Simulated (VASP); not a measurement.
# O (R-3m) in VASP: notebook, part 3 of 3

VASP 6.6.1. Earlier steps stand in the parts before.

### Step 5. Electric field gradients, PBE, collinear spin, ferromagnetic start

This run uses another cell than the first one, of 18.13 Å³/atom.

Contents of INCAR:

```
SYSTEM = O
PREC = Accurate
ENCUT = 520
EDIFF = 1E-8
ISMEAR = -1
SIGMA = 0.02
LREAL = .FALSE.
LASPH = .TRUE.
NELM = 150
ALGO = Normal
ISIF = 2
LWAVE = .FALSE.
LCHARG = .FALSE.
ISPIN = 2
MAGMOM = 1 1
LORBIT = 11
GGA = PE
LEFG = .TRUE.
NBANDS = 17
```

Contents of KPOINTS:

```
Automatic mesh
0
G
  8 8 8
  0 0 0
```

Contents of POSCAR:

```
O
1.0
    1.6749479049      0.9670316238      3.7319995215
   -1.6749479049      0.9670316238      3.7319995215
    0.0000000000     -1.9340632475      3.7319995215
O
2
Direct
    0.9453852800      0.9453852800      0.9453852800
    0.0546147200      0.0546147200      0.0546147200
```

Potentials or basis: VASP PAW PBE potentials, release 64 (O).

Run with:

```
$ cat potpaw_PBE.64/O/POTCAR > POTCAR
$ mpirun -np 1 vasp_std > vasp.out
```

OUTCAR:

```text
SYSTEM = O
   PREC = Accurate
   ENCUT = 520
   EDIFF = 1E-8
   ISMEAR = -1
   LREAL = .FALSE.
   LASPH = .TRUE.
   NELM = 150
   ISIF = 2
   ISPIN = 2
   LORBIT = 11
   GGA = PE

 ion  position               nearest neighbor table
   1  0.945  0.945  0.945-   2 1.22
   2  0.055  0.055  0.055-   1 1.22

  LATTYP: Found a trigonal (rhomboedric) cell.
 ALAT       =     4.2033820995
 COS(alpha) =     0.6824333683

  Lattice vectors:

 A1 = (   1.6749479049,   0.9670316238,   3.7319995215)
 A2 = (  -1.6749479049,   0.9670316238,   3.7319995215)
 A3 = (   0.0000000000,  -1.9340632475,   3.7319995215)

Analysis of symmetry for initial positions (statically):
=====================================================================
 Subroutine PRICEL returns:
 Original cell was already a primitive cell.

 Routine SETGRP: Setting up the symmetry group for a
 trigonal (rhombohedral) supercell.

 Subroutine GETGRP returns: Found 12 space group operations
 (whereof 12 operations were pure point group operations)
 out of a pool of 12 trial point group operations.

The static configuration has the point symmetry D_3d.

Analysis of symmetry for dynamics (positions and initial velocities):
=====================================================================
 Subroutine PRICEL returns:
 Original cell was already a primitive cell.

 Routine SETGRP: Setting up the symmetry group for a
 trigonal (rhombohedral) supercell.

 Subroutine GETGRP returns: Found 12 space group operations
 (whereof 12 operations were pure point group operations)
 out of a pool of 12 trial point group operations.

The dynamic configuration has the point symmetry D_3d.

Analysis of structural, dynamic, and magnetic symmetry:
=====================================================================
 Subroutine PRICEL returns:
 Original cell was already a primitive cell.

 Routine SETGRP: Setting up the symmetry group for a
 trigonal (rhombohedral) supercell.

 Subroutine GETGRP returns: Found 12 space group operations
 (whereof 12 operations were pure point group operations)
 out of a pool of 12 trial point group operations.

The overall configuration has the point symmetry D_3d.

 Subroutine INISYM returns: Found 12 space group operations
 (whereof 12 operations are pure point group operations),
 and found     1 'primitive' translations

----------------------------------------------------------------------------------------

                                     Primitive cell

  volume of cell :      36.2689

  direct lattice vectors                    reciprocal lattice vectors
     1.674947905  0.967031624  3.731999522     0.298516747  0.172348724  0.089317625
    -1.674947905  0.967031624  3.731999522    -0.298516747  0.172348724  0.089317625
     0.000000000 -1.934063247  3.731999522     0.000000000 -0.344697449  0.089317625

  length of vectors
     4.203382099  4.203382099  4.203382099     0.356081408  0.356081408  0.356081408

[... 108 lines left out ...]
   IVDW    =     0    specifies the selected vdW correction
   LEPSILON=     F    determine dielectric tensor
   LRPA    =     F    only Hartree local field effects (RPA)
 spin polarized calculation
  energy-cutoff  :      520.00
  volume of cell :       36.27
 maximum number of plane-waves:      1001
   NGX = 15   NGY = 15   NGZ = 15

 number of electron      11.9999996 magnetization       1.9999999

 Free energy of the ion-electron system (eV)
  ---------------------------------------------------
  ext. energy  EPLUGINS =         0.00000000
  ---------------------------------------------------
  free energy    TOTEN  =        -9.86598869 eV

  energy without entropy =       -9.86598869  energy(sigma->0) =       -9.86598869

 E-fermi :  -2.0981     XC(G=0):  -7.1828

 val. band max:       -2.5702621601   @ k =   0.5000   0.5000   0.5000
 cond. band min:      -1.2697187201   @ k =   0.5000   0.5000  -0.0000
 fundamental gap:      1.3005434400
 Fermi energy:        -2.0981178490

 spin component 1

 k-point     1 :       0.0000    0.0000    0.0000
  band No.  band energies     occupation
      1     -28.8445      1.00000
      2     -16.5114      1.00000
      3     -10.0513      1.00000
      4      -9.0447      1.00000
      5      -9.0447      1.00000
      6      -2.7117      1.00000
[... 459 lines left out ...]
      6      -2.8850      1.00000
[... 9 lines left out ...]
     16      20.2448      0.00000
     17      23.3652      0.00000

 [... further k-points ...]

 spin component 2

 k-point     1 :       0.0000    0.0000    0.0000
  band No.  band energies     occupation
      1     -27.6409      1.00000
      2     -14.6859      1.00000
      3      -9.2189      1.00000
      4      -7.0917      1.00000
      5      -7.0917      1.00000
      6      -0.3226      0.00000
[... 459 lines left out ...]
      6      -0.5551      0.00000
[... 9 lines left out ...]
     16      20.6920      0.00000
     17      23.7546      0.00000

 [... further k-points ...]

------------------------ aborting loop because EDIFF is reached ----------------------------------------

  FORCE on cell =-STRESS in cart. coord.  units (eV):
  Direction    XX          YY          ZZ          XY          YZ          ZX
  --------------------------------------------------------------------------------------
  -------------------------------------------------------------------------------------
  Total        0.1958518      0.1958518      1.0845834      0.0000000      0.0000000      0.0000000
  in kB        8.6517383      8.6517383     47.9113858      0.0000000      0.0000000      0.0000000
  external PRESSURE =      21.7382875 kB  Pullay stress =       0.0000000 kB

 VOLUME and BASIS-vectors are now :
 -----------------------------------------------------------------------------
  energy-cutoff  :      520.00
  volume of cell :       36.27
      direct lattice vectors                 reciprocal lattice vectors
     1.674947905  0.967031624  3.731999522     0.298516747  0.172348724  0.089317625
    -1.674947905  0.967031624  3.731999522    -0.298516747  0.172348724  0.089317625
     0.000000000 -1.934063247  3.731999522     0.000000000 -0.344697449  0.089317625

 POSITION                                       TOTAL-FORCE (eV/Angst)
 -----------------------------------------------------------------------------------
      0.00000      0.00000     10.58453         0.000000     -0.000000     -0.769579
      0.00000      0.00000      0.61147         0.000000      0.000000      0.769579
 -----------------------------------------------------------------------------------
    total drift:                               -0.000000     -0.000000      0.000000

  FREE ENERGIE OF THE ION-ELECTRON SYSTEM (eV)
  ---------------------------------------------------
  free  energy   TOTEN  =        -9.8659886926 eV

  energy  without entropy=       -9.8659886926  energy(sigma->0) =       -9.86598869

 Electric field gradients (V/A^2)
---------------------------------------------------------------------
 ion       V_xx      V_yy      V_zz      V_xy      V_xz      V_yz
---------------------------------------------------------------------
   1     -72.686   -72.686   145.373     0.000    -0.000    -0.000
   2     -72.686   -72.686   145.373     0.000     0.000    -0.000
---------------------------------------------------------------------

 Electric field gradients after diagonalization (V/A^2)
 (convention: |V_zz| > |V_xx| > |V_yy|)
----------------------------------------------------------------------
 ion       V_xx      V_yy      V_zz     asymmetry (V_yy - V_xx)/ V_zz
----------------------------------------------------------------------
   1     -72.686   -72.686   145.373       0.000
   2     -72.686   -72.686   145.373       0.000
----------------------------------------------------------------------

           NMR quadrupolar parameters

 Cq : quadrupolar parameter    Cq=e*Q*V_zz/h
 eta: asymmetry parameters     (V_yy - V_xx)/ V_zz
 Q  : nuclear electric quadrupole moment in mb (millibarn)
----------------------------------------------------------------------
 ion       Cq(MHz)       eta       Q (mb)
----------------------------------------------------------------------
   1       0.352       0.000       1.000
   2       0.352       0.000       1.000
----------------------------------------------------------------------

 total charge

# of ion       s       p       d       tot
------------------------------------------
    1        1.612   3.293   0.000   4.905
    2        1.612   3.293   0.000   4.905
--------------------------------------------------
tot          3.225   6.586   0.000   9.810

 magnetization (x)

# of ion       s       p       d       tot
------------------------------------------
    1        0.011   0.800   0.000   0.811
    2        0.011   0.800   0.000   0.811
--------------------------------------------------
tot          0.021   1.600   0.000   1.622
```

OSZICAR:

```text
N       E                     dE             d eps       ncg     rms          rms(c)
DAV:   1     0.427515164585E+02    0.42752E+02   -0.53534E+03  4452   0.590E+02
DAV:   2    -0.798498713963E+01   -0.50737E+02   -0.47765E+02  5692   0.151E+02
DAV:   3    -0.980262266420E+01   -0.18176E+01   -0.18122E+01  5114   0.257E+01
DAV:   4    -0.980908413523E+01   -0.64615E-02   -0.64612E-02  5503   0.178E+00
DAV:   5    -0.980911246576E+01   -0.28331E-04   -0.28331E-04  5177   0.113E-01    0.648E+00
DAV:   6    -0.983258468898E+01   -0.23472E-01   -0.97668E-01  4752   0.671E+00    0.298E+00
DAV:   7    -0.984808893668E+01   -0.15504E-01   -0.19941E-01  4554   0.348E+00    0.152E+00
DAV:   8    -0.986326473180E+01   -0.15176E-01   -0.39818E-02  4810   0.157E+00    0.426E-01
DAV:   9    -0.986528442780E+01   -0.20197E-02   -0.31735E-03  4856   0.433E-01    0.206E-01
DAV:  10    -0.986593859647E+01   -0.65417E-03   -0.53419E-04  4770   0.191E-01    0.428E-02
DAV:  11    -0.986597524846E+01   -0.36652E-04   -0.55061E-05  4877   0.560E-02    0.200E-02
DAV:  12    -0.986598742580E+01   -0.12177E-04   -0.83037E-06  4886   0.227E-02    0.615E-03
DAV:  13    -0.986598835564E+01   -0.92984E-06   -0.55449E-07  5210   0.568E-03    0.279E-03
DAV:  14    -0.986598865122E+01   -0.29558E-06   -0.46681E-07  4608   0.463E-03    0.134E-03
DAV:  15    -0.986598867785E+01   -0.26630E-07   -0.41383E-08  4990   0.163E-03    0.385E-04
DAV:  16    -0.986598868802E+01   -0.10169E-07   -0.50609E-09  4607   0.543E-04    0.185E-04
DAV:  17    -0.986598869262E+01   -0.46016E-08   -0.22394E-09  4474   0.354E-04
   1 F= -.98659887E+01 E0= -.98659887E+01  d E =-.856796E-12  mag=     2.0000
```

Wall time 69 s (1 thread of Intel Xeon Platinum 8375C at 2.90GHz (Ice Lake), shared host); peak memory 0.22 GiB.

What came out:

* Free energy: -9.8660 eV
* Pressure: 2.2 GPa
* Largest force: 0.770 eV/Å
* Band gap on the k mesh: 1.30 eV (least direct gap 1.36 eV)
* Net moment: 2.00 μB per cell
* Site moments: O +0.81 μB
* Largest electric field gradient by atom: O +145.4 V/Å²
* Valence electrons inside the program's atomic spheres: O 4.91

Forces on the atoms (eV/Å):
```
O    0.000  0.000 -0.770
O    0.000  0.000  0.770
```

Stress tensor (GPa, compression positive):
```
0.87 0.00 0.00
0.00 0.87 0.00
0.00 0.00 4.79
```

Electric field gradients, principal values (V/Å²):
| atom | least | middle | greatest (by size) |
| --- | --- | --- | --- |
| 1 O | -72.686 | -72.686 | 145.373 |
| 2 O | -72.686 | -72.686 | 145.373 |

Caveat: the standard files for N, O and F lose accuracy on very short bonds; this functional lacks dispersion, which holds the molecules together, so the pressure and a relaxed volume are unreliable; without QUAD_EFG the Cq values of the log hold for a quadrupole moment of 1 mb, not for the nuclei. A k mesh can miss the band edges.

### Step 6. Summary

```tsv
cell	gap on the mesh (eV)	pressure (GPa)	moment (μB)	largest force (eV/Å)
a = 4.118 Å, angles 47.0°, 2 atoms	1.18	6.6	2.00	2.88
a = 4.161 Å, angles 47.0°, 2 atoms	1.24	4.2	2.00	1.77
a = 4.203 Å, angles 47.0°, 2 atoms	1.30	2.2	2.00	0.77
```

Alike in all rows: task electric field gradients; level PBE; potentials or basis VASP PAW PBE potentials, release 64 (O); spin collinear, ferromagnetic start; k mesh 8 × 8 × 8; cutoff (eV) 520; smearing fermi-dirac 0.02 eV.

Caveats: the standard files for N, O and F lose accuracy on very short bonds; this functional lacks dispersion, which holds the molecules together, so the pressure and a relaxed volume are unreliable; forces of over 1 eV/Å act on the atoms, so gaps and moduli don't describe the material at rest (at least some runs); the stress differs along the axes, from 1 to 17 GPa (at least some runs); the stress differs along the axes, from 1 to 11 GPa (at least some runs).

Absolute energies hang on the potentials; compare differences alone.
